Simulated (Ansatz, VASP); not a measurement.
## Two plane-wave programs on As2Se

```xyz
6
Lattice="-3.4934 3.4934 2.6190 3.4934 -3.4934 2.6190 3.4934 3.4934 -2.6190" Properties=species:S:1:pos:R:3 pbc="T T T"
As    0.0000    5.2401    0.6547
As    0.0000    1.7467    0.6547
As    1.7467    3.4934    1.9642
As   -1.7467    3.4934    1.9642
Se    0.0000    0.0000    2.6190
Se    3.4934    0.0000    1.3095
```

Alike in both runs: functional r2SCAN; dispersion rVV10; k mesh 8 × 8 × 8; occupations gaussian, width 0.1 eV; no spin polarisation.

Ansatz relaxed the structure, and its values are those at the end. VASP's run is a single point on that final structure, the one shown.

```csv
,VASP,Ansatz
version,VASP 6.6.1,Ansatz 0.2.0
potentials or method,"VASP PAW PBE potentials, release 64 (As, Se), cutoff 520 eV","scalar-relativistic, plane waves, PAW"
valence electrons in the cell,32,92
```

|  | VASP | Ansatz | Ansatz less VASP |
| --- | --- | --- | --- |
| gap on the k mesh at the Fermi level (eV) | none | none | - |
| pressure (GPa) | 0.2 | 0.0 | -0.17 |

VASP's potentials were made for PBE, not for r2SCAN. A gap of «none» marks a metal or a gap that the smearing closes. VASP's potentials hold 32 valence electrons a cell and Ansatz's 92, so a difference there can come from the potentials and not from the codes.
